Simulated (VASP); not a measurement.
Input of a VASP 6.6.1 run:

File INCAR:

```
ALGO = Normal
EDIFF = 1E-6
ENCUT = 520
GGA = PE
ISIF = 2
ISMEAR = 0
LASPH = True
LCHARG = True
LELF = True
LREAL = False
LVHAR = True
LWAVE = False
NBANDS = 38
NELM = 100
PREC = Accurate
SIGMA = 0.2
```

File KPOINTS:

```
k-points
0
Gamma
  6 6 2
```

File POSCAR:

```
Hf4O3
1.0
    3.1709978688      0.0000000000      0.0000000000
   -1.5854989344      2.7461647097      0.0000000000
    0.0000000000      0.0000000000     10.9884017691
Hf O
4 3
Direct
    0.3333333333      0.6666666667      0.6094259704
    0.6666666667      0.3333333333      0.3905740296
    0.6666666667      0.3333333333      0.8684427971
    0.3333333333      0.6666666667      0.1315572029
    0.0000000000      0.0000000000      0.7411525017
    0.0000000000      0.0000000000      0.2588474983
    0.0000000000      0.0000000000      0.0000000000
```

Potentials or basis: VASP PAW PBE potentials, release 64 (Hf_pv, O).

Run with:

```sh
$ cat potpaw_PBE.64/Hf_pv/POTCAR potpaw_PBE.64/O/POTCAR > POTCAR
$ mpirun -np 1 vasp_std > vasp.out
```

Q: Estimate the pressure.

A: -2.2 GPa.

Q: What does it give for the largest force?

A: 0.046 eV/Å.

Forces in eV/Å, atoms in the order of the input:
```
Hf   0.000  0.000  0.046
Hf   0.000  0.000 -0.046
Hf   0.000  0.000 -0.003
Hf   0.000  0.000  0.003
O    0.000  0.000 -0.002
O    0.000  0.000  0.002
O    0.000  0.000  0.000
```

Caveat: the k points lie up to 0.38 Å⁻¹ apart.
